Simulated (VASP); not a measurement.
Write the native input for VASP 6.6.1 that does the following.

| Property | Result |
| --- | --- |
| Task | single point |
| Functional | PBEsol |
| Dispersion | D3(BJ) |
| Potentials or basis | VASP PAW PBE potentials, release 64 (Al) |
| Cutoff | 520 eV |
| k mesh | 18 × 18 × 6 |
| Occupations | gaussian, width 0.15 eV |
| Spin | no spin polarisation |
| Dipole correction | no |
| Further INCAR settings | ALGO = Normal; EDIFF = 1e-06; NBANDS = 14 |

The structure of Al lies in POSCAR:

```
Al
1.0
    2.7354000000      0.0000000000      0.0000000000
   -1.3677000000      2.3689258895      0.0000000000
    0.0000000000      0.0000000000      8.5302000000
Al
4
Direct
    0.0000000000      0.0000000000      0.0000000000
    0.3333333333      0.6666666667      0.2500000000
    0.0000000000      0.0000000000      0.5000000000
    0.6666666667      0.3333333333      0.7500000000
```

These files were run (other wordings do the same):

INCAR

```
SYSTEM = Al
PREC = Accurate ; ENCUT = 520
EDIFF = 1E-6 ; ISMEAR = 0
SIGMA = 0.15 ; LREAL = .FALSE.
LASPH = .TRUE. ; NELM = 80
ALGO = Normal ; ISIF = 2
LWAVE = .FALSE. ; LCHARG = .FALSE.
GGA = PS ; IVDW = 12
NBANDS = 14
```

KPOINTS

```
Automatic mesh
0
G
  18 18 6
  0 0 0
```

Potentials or basis: VASP PAW PBE potentials, release 64 (Al).

Launch:

```sh
$ cat potpaw_PBE.64/Al/POTCAR > POTCAR
$ mpirun -np 1 vasp_std > vasp.out
```

It gave:

```yaml
Pressure: 14.8 GPa
Band_gap_on_the_k_mesh: zero (band 6 reaches 14.83 eV, above the bottom of band 7 at 8.09 eV)
Dispersion_energy_per_atom: -0.380 eV
```

Caveat: the PAW data sets were made with another functional, which shifts forces and pressure a little; pairwise dispersion overbinds metals, which lowers pressure and volume.

It took 95 s on 1 thread of AMD EPYC 7R13, on a shared host, peak memory 0.2 GiB.
